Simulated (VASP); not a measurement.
# Ti (Im-3m) in VASP: further runs

Ti is run at these levels: PBE; tasks: single point.

All numbers are computed with VASP 6.6.1; they aren't measurements. Logs are shortened: lines on timing, memory, paths and dates and some standing lists are left out, and cuts for length are marked.

### Step 1. The cell of the first run

It takes space group Im-3m (No. 229, cubic). Conventional cell: a = 3.226 Å, b = 3.226 Å, c = 3.226 Å, α = 90.00°, β = 90.00°, γ = 90.00°. Ti (site symmetry m-3m) has 14 Ti at 2.79 to 3.23 Å within 3.7 Å.

### Step 2. Single point, PBE (volume scaled by 0.95)

INCAR

```
SYSTEM = Ti
  ALGO = Normal
  EDIFF = 1E-6
  ENCUT = 520
  GGA = PE
  ISIF = 2
  ISMEAR = -1
  LASPH = .True.
  LCHARG = .True.
  LELF = .True.
  LREAL = .False.
  LVHAR = .True.
  LWAVE = .False.
  NBANDS = 12
  NELM = 80
  PREC = Accurate
  SIGMA = 0.05
```

KPOINTS

```
k-points
0
Gamma
  14 14 14
  0 0 0
```

POSCAR

```
Ti
1.0
   -1.6131810665      1.6131810665      1.6131810665
    1.6131810665     -1.6131810665      1.6131810665
    1.6131810665      1.6131810665     -1.6131810665
Ti
1
Direct
    0.0000000000      0.0000000000      0.0000000000
```

Potentials or basis: VASP PAW PBE potentials, release 64 (Ti_sv).

Command:

```console
$ cat potpaw_PBE.64/Ti_sv/POTCAR > POTCAR
$ mpirun -np 1 vasp_std > vasp.out
```

OUTCAR:

```text
SYSTEM = Ti
   EDIFF = 1E-6
   ENCUT = 520
   GGA = PE
   ISIF = 2
   ISMEAR = -1
   LASPH = .True.
   LREAL = .False.
   NELM = 80
   PREC = Accurate

 ion  position               nearest neighbor table
   1  0.000  0.000  0.000-

  LATTYP: Found a body centered cubic cell.
 ALAT       =     3.2263621330

  Lattice vectors:

 A1 = (  -1.6131810665,   1.6131810665,   1.6131810665)
 A2 = (   1.6131810665,  -1.6131810665,   1.6131810665)
 A3 = (   1.6131810665,   1.6131810665,  -1.6131810665)

Analysis of symmetry for initial positions (statically):
=====================================================================
 Subroutine PRICEL returns:
 Original cell was already a primitive cell.

 Routine SETGRP: Setting up the symmetry group for a
 body centered cubic supercell.

 Subroutine GETGRP returns: Found 48 space group operations
 (whereof 48 operations were pure point group operations)
 out of a pool of 48 trial point group operations.

The static configuration has the point symmetry O_h .

Analysis of symmetry for dynamics (positions and initial velocities):
=====================================================================
 Subroutine PRICEL returns:
 Original cell was already a primitive cell.

 Routine SETGRP: Setting up the symmetry group for a
 body centered cubic supercell.

 Subroutine GETGRP returns: Found 48 space group operations
 (whereof 48 operations were pure point group operations)
 out of a pool of 48 trial point group operations.

The dynamic configuration has the point symmetry O_h .

 Subroutine INISYM returns: Found 48 space group operations
 (whereof 48 operations are pure point group operations),
 and found     1 'primitive' translations

----------------------------------------------------------------------------------------

                                     Primitive cell

  volume of cell :      16.7923

  direct lattice vectors                    reciprocal lattice vectors
    -1.613181066  1.613181066  1.613181066     0.000000000  0.309946608  0.309946608
     1.613181066 -1.613181066  1.613181066     0.309946608  0.000000000  0.309946608
     1.613181066  1.613181066 -1.613181066     0.309946608  0.309946608  0.000000000

  length of vectors
     2.794111569  2.794111569  2.794111569     0.438330697  0.438330697  0.438330697

  position of ions in fractional coordinates (direct lattice)
[... 71 lines left out ...]
   ISPIN  =      1    spin polarized calculation?
   LNONCOLLINEAR =      F non collinear calculations
   LSORBIT =      F    spin-orbit coupling
   LASPH  =      T    aspherical Exc in radial PAW
   ENCUT  =  520.0 eV  38.22 Ry    6.18 a.u.   5.20  5.20  5.20*2*pi/ulx,y,z
   NELM   =     80;   NELMIN=  2; NELMDL= -5     # of ELM steps
   EDIFF  = 0.1E-05   stopping-criterion for ELM
   LREAL  =      F    real-space projection
   EDIFFG = 0.1E-04   stopping-criterion for IOM
   NSW    =      0    number of steps for IOM
   IBRION =     -1    ionic relax: 0-MD 1-quasi-New 2-CG
   NFREE  =      0    steps in history (QN), initial steepest desc. (CG)
   ISIF   =      2    stress and relaxation
   ISYM   =      2    0-nonsym 1-usesym 2-fastsym
   POTIM  = 0.5000    time-step for ionic-motion
   TEBEG  =    0.0;   TEEND  =   0.0 temperature during run
   PSTRESS=    0.0 pullay stress
   NELECT =      12.0000    total number of electrons
   NUPDOWN=      -1.0000    fix difference up-down
   EMIN   =  10.00;   EMAX   =-10.00  energy-range for DOS
   EFERMI =   0.00;   METHOD = LEGACY
   ISMEAR =    -1;   SIGMA  =   0.05  broadening in eV -4-tet -1-fermi 0-gaus
   EFERMI_NEDOS =   21; number of points for ismear=-14 and -15
   IALGO  =     38    algorithm
   IMIX   =      4    mixing-type and parameters
     AMIX     =   0.40;   BMIX     =  1.00
     AMIX_MAG =   1.60;   BMIX_MAG =  1.00
  volume/ion in A,a.u.               =      16.79       113.32
  Fermi-wavevector in a.u.,A,eV,Ry     =   1.463633  2.765865 29.146686  2.142221
  Thomas-Fermi vector in A             =   2.579705
   LORBIT       =      0    0 simple, 1 ext, 2 COOP (PROOUT), +10 PAW based schemes
   GGA     = PE    functional components
[... 5 lines left out ...]
 non-spin polarized calculation
  energy-cutoff  :      520.00
  volume of cell :       16.79
 maximum number of plane-waves:       466
 NGX is ok and might be reduce to    24
   NGX = 11   NGY = 11   NGZ = 11

 number of electron      11.9999997 magnetization

 Free energy of the ion-electron system (eV)
  ---------------------------------------------------
  ext. energy  EPLUGINS =         0.00000000
  ---------------------------------------------------
  free energy    TOTEN  =        -7.72963046 eV

  energy without entropy =       -7.71022236  energy(sigma->0) =       -7.71992641

 E-fermi :   8.4314     XC(G=0): -11.6532

 val. band max:        8.4308549457   @ k =   0.2857   0.2143   0.0000
 cond. band min:       8.4334165376   @ k =  -0.2857   0.3571   0.0714
 fundamental gap:      0.0025615918
 Fermi energy:         8.4313615002

 k-point     1 :       0.0000    0.0000    0.0000
  band No.  band energies     occupation
      1     -48.0253      2.00000
      2     -23.8404      2.00000
      3     -23.8404      2.00000
      4     -23.8404      2.00000
      5       2.4155      2.00000
      6       9.4594      0.00000
      7       9.4594      0.00000
      8       9.4594      0.00000
      9      11.2905      0.00000
     10      11.2905      0.00000
     11      26.0946      0.00000
     12      26.0946      0.00000
[... 331 lines left out ...]
 k-point    24 :       0.3571    0.2857    0.0000
  band No.  band energies     occupation
      1     -47.8572      2.00000
      2     -24.4095      2.00000
      3     -24.2931      2.00000
      4     -23.9313      2.00000
      5       7.2990      2.00000
      6       7.8812      1.99997
      7       8.0908      1.99780
      8      11.4060      0.00000
      9      11.6515      0.00000
     10      15.8518      0.00000
     11      17.2298      0.00000
     12      18.3108      0.00000

 [... further k-points ...]
[... 5 lines left out ...]
  --------------------------------------------------------------------------------------
  -------------------------------------------------------------------------------------
  Total        0.2912202      0.2912202      0.2912202      0.0000000      0.0000000     -0.0000000
  in kB       27.7857889     27.7857889     27.7857889      0.0000000      0.0000000     -0.0000000
  external PRESSURE =      27.7857889 kB  Pullay stress =       0.0000000 kB

 VOLUME and BASIS-vectors are now :
 -----------------------------------------------------------------------------
  energy-cutoff  :      520.00
  volume of cell :       16.79
      direct lattice vectors                 reciprocal lattice vectors
    -1.613181066  1.613181066  1.613181066     0.000000000  0.309946608  0.309946608
     1.613181066 -1.613181066  1.613181066     0.309946608  0.000000000  0.309946608
     1.613181066  1.613181066 -1.613181066     0.309946608  0.309946608  0.000000000

 POSITION                                       TOTAL-FORCE (eV/Angst)
 -----------------------------------------------------------------------------------
      0.00000      0.00000      0.00000        -0.000000      0.000000      0.000000
 -----------------------------------------------------------------------------------
    total drift:                                0.000000      0.000000      0.000000

  FREE ENERGIE OF THE ION-ELECTRON SYSTEM (eV)
  ---------------------------------------------------
  free  energy   TOTEN  =        -7.7296304601 eV

  energy  without entropy=       -7.7102223581  energy(sigma->0) =       -7.71992641
```

OSZICAR:

```text
N       E                     dE             d eps       ncg     rms          rms(c)
DAV:   1     0.872643566294E+02    0.87264E+02   -0.65705E+03  2504   0.122E+03
DAV:   2    -0.438592547372E+01   -0.91650E+02   -0.89175E+02  2540   0.297E+02
DAV:   3    -0.861578734991E+01   -0.42299E+01   -0.41830E+01  3392   0.656E+01
DAV:   4    -0.870147379197E+01   -0.85686E-01   -0.85571E-01  2852   0.818E+00
DAV:   5    -0.870349639139E+01   -0.20226E-02   -0.20225E-02  2932   0.109E+00    0.852E+00
DAV:   6    -0.772149420668E+01    0.98200E+00   -0.22486E+00  2704   0.217E+01    0.221E+00
DAV:   7    -0.771822084849E+01    0.32734E-02   -0.76370E-02  2988   0.305E+00    0.129E+00
DAV:   8    -0.772915430286E+01   -0.10933E-01   -0.36862E-02  2644   0.222E+00    0.108E-01
DAV:   9    -0.772961099723E+01   -0.45669E-03   -0.31493E-03  3032   0.533E-01    0.866E-02
DAV:  10    -0.772966201578E+01   -0.51019E-04   -0.23317E-04  2672   0.175E-01    0.182E-02
DAV:  11    -0.772963013009E+01    0.31886E-04   -0.21672E-05  2944   0.704E-02    0.665E-03
DAV:  12    -0.772963046010E+01   -0.33001E-06   -0.10293E-06  2048   0.135E-02
   1 F= -.77296305E+01 E0= -.77199264E+01  d E =-.194081E-01
```

Run time: 6.9 s. Hardware: 1 thread of Intel Xeon 6975P-C (Granite Rapids), shared host; peak memory 0.14 GiB.

What came out:

| Item | Value |
| --- | --- |
| Free energy | -7.7296 eV |
| Pressure | 2.8 GPa |
| Band gap on the k mesh | zero (band 6 reaches 9.46 eV, above the bottom of band 7 at 7.77 eV) |

### Step 3. Single point, PBE (volume scaled by 0.975)

INCAR

```
SYSTEM = Ti
PREC = Accurate
ENCUT = 520
EDIFF = 1E-6
ISMEAR = -1
SIGMA = 0.05
LREAL = .False.
LASPH = .True.
NELM = 60
ALGO = Normal
ISIF = 2
LWAVE = .False.
LCHARG = .False.
GGA = PE
NBANDS = 12
```

KPOINTS

```
regular mesh
0
Gamma
  14 14 14
  0 0 0
```

POSCAR

```
Ti
1.0
   -1.6272094320      1.6272094320      1.6272094320
    1.6272094320     -1.6272094320      1.6272094320
    1.6272094320      1.6272094320     -1.6272094320
Ti
1
Direct
    0.0000000000      0.0000000000      0.0000000000
```

Potentials or basis: VASP PAW PBE potentials, release 64 (Ti_sv).

Command:

```console
$ cat potpaw_PBE.64/Ti_sv/POTCAR > POTCAR
$ mpirun -np 1 vasp_std > vasp.out
```

Wall time 6.4 s (1 thread of Intel Xeon 6975P-C (Granite Rapids), shared host); peak memory 0.15 GiB.

Results (log left out):

```yaml
Free_energy: -7.7335 eV
Pressure: -0.1 GPa
Band_gap_on_the_k_mesh: zero (band 6 reaches 9.16 eV, above the bottom of band 7 at 7.51 eV)
```

Levels at points of the mesh, in eV from the Fermi level:
```
           k point  band 2  band 3  band 4  band 5  band 6  band 7  band 8  band 9  band 10  band 11
(0.00, 0.00, 0.00)  -32.36  -32.36  -32.36   -5.96    1.00    1.00    1.00    2.78     2.78    17.48
(0.50, 0.00, 0.00)  -33.04  -32.57  -32.36   -2.46   -0.39    1.17    2.77    3.12     4.32     8.86
(0.50, 0.50, 0.50)  -32.83  -32.83  -32.83   -2.12   -2.12    3.96    3.96    3.96     8.45     8.45
```

### Step 4. Single point, PBE (volume scaled by 1.025)

INCAR is that of step 3.

KPOINTS is that of step 3.

POSCAR

```
Ti
1.0
   -1.6545625985      1.6545625985      1.6545625985
    1.6545625985     -1.6545625985      1.6545625985
    1.6545625985      1.6545625985     -1.6545625985
Ti
1
Direct
    0.0000000000      0.0000000000      0.0000000000
```

Command:

```console
$ cat potpaw_PBE.64/Ti_sv/POTCAR > POTCAR
$ mpirun -np 1 vasp_std > vasp.out
```

Wall time 6.4 s (1 thread of Intel Xeon 6975P-C (Granite Rapids), shared host); peak memory 0.15 GiB.

The run converged. Its results:

```yaml
Free_energy: -7.7196 eV
Pressure: -4.9 GPa
Band_gap_on_the_k_mesh: zero (band 6 reaches 8.60 eV, above the bottom of band 7 at 7.01 eV)
```

Levels at points of the mesh, in eV from the Fermi level:
```tsv
k point	band 2	band 3	band 4	band 5	band 6	band 7	band 8	band 9	band 10	band 11
(0.00, 0.00, 0.00)	-32.51	-32.51	-32.51	-5.85	0.95	0.95	0.95	2.62	2.62	17.12
(0.50, 0.00, 0.00)	-33.10	-32.70	-32.52	-2.35	-0.35	1.03	2.60	2.93	4.04	8.32
(0.50, 0.50, 0.50)	-32.92	-32.92	-32.92	-1.96	-1.96	3.72	3.72	3.72	8.05	8.05
```

### Step 5. Overview

| cell | gap on the mesh (eV) | pressure (GPa) |
| --- | --- | --- |
| a = 2.794 Å, angles 109.5°, 1 atom | none | 2.8 |
| a = 2.818 Å, angles 109.5°, 1 atom | none | -0.1 |
| a = 2.866 Å, angles 109.5°, 1 atom | none | -4.9 |

Alike in all rows: task single point; level PBE; potentials or basis VASP PAW PBE potentials, release 64 (Ti_sv); no spin polarisation; k mesh 14 × 14 × 14; cutoff (eV) 520; smearing fermi-dirac 0.05 eV.

Total energies depend on the potentials used, so only differences within one code and one set of settings carry meaning.
